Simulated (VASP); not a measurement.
A run of VASP 6.6.1:

INCAR

```
ALGO = Normal
EDIFF = 1E-6
ENCUT = 520
GGA = PS
ISIF = 2
ISMEAR = -1
LASPH = T
LCHARG = T
LELF = T
LREAL = F
LVHAR = T
LWAVE = F
NBANDS = 20
NELM = 60
PREC = Accurate
SIGMA = 0.08
```

KPOINTS

```
k-points
0
Gamma
  14 14 5
```

POSCAR

```
Ir
1.0
    0.0000000000      1.9156721455     -1.9156721455
   -1.9156721455      0.0000000000      1.9156721455
    3.8313442911      3.8313442911      3.8313442911
Ir
3
Direct
    0.0000000000      0.0000000000      0.0000000000
    0.3333333330      0.6666666670      0.3333333330
    0.6666666670      0.3333333330      0.6666666670
```

Potentials or basis: VASP PAW PBE potentials, release 64 (Ir).

Run with:

```sh
$ cat potpaw_PBE.64/Ir/POTCAR > POTCAR
$ mpirun -np 1 vasp_std > vasp.out
```

Hardware: 1 thread of Intel Xeon 8259CL, with other jobs on the host.

Problem. How long does it take, and how much memory?

Solution. Wall time 72 s on 1 thread of Intel Xeon 8259CL (shared host), peak memory 0.2 GiB. Counts: scf iterations 12, k points 104.
